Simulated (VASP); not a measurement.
Runs of VASP 6.6.1 on Cd. The structure is that of space group Pm-3m (No. 221), or close to it. The cells are those of the table. 

| task | spin | cell | k mesh | cutoff (eV) | gap on the mesh (eV) | pressure (GPa) |
| --- | --- | --- | --- | --- | --- | --- |
| single point | off | a = 2.954 Å, 1 atom | 17 × 17 × 17 | 520 | none | 1.8 |
| single point | off | a = 2.869 Å, 1 atom | 17 × 17 × 17 | 520 | none | 6.1 |
| single point | off | a = 2.994 Å, 1 atom | 11 × 11 × 11 | 520 | none | (a) |
| single point | off | a = 3.072 Å, 1 atom | 17 × 17 × 17 | 520 | none | -1.6 |
| single point | off | a = 2.994 Å, 1 atom | 17 × 17 × 17 | 520 | none | 0.3 |
| relaxation of cell and atoms | off | relaxed from a = 2.857 Å, 1 atom | 11 × 11 × 11 | 600 | none | 0.0 |
| single point | off | a = 3.034 Å, 1 atom | 17 × 17 × 17 | 520 | none | (c) |
| single point | off | a = 2.912 Å, 1 atom | 17 × 17 × 17 | 520 | none | 3.7 |
| single point | non-collinear, zero start, SOC | a = 2.994 Å, 1 atom | 11 × 11 × 11 | 520 | - | 0.1 |
| single point | off | a = 3.110 Å, 1 atom | 17 × 17 × 17 | 520 | none | (b) |

Alike in all rows: level PBE; potentials or basis VASP PAW PBE potentials, release 64 (Cd); smearing fermi-dirac 0.1 eV.

Fill in the values left out.

(a) 0.2; (b) -2.2; (c) -0.8.

A k mesh can miss the band edges, and rows without SOC leave out spin-orbit coupling on Cd.

A gap of «none» marks levels without a gap at the run's occupations.
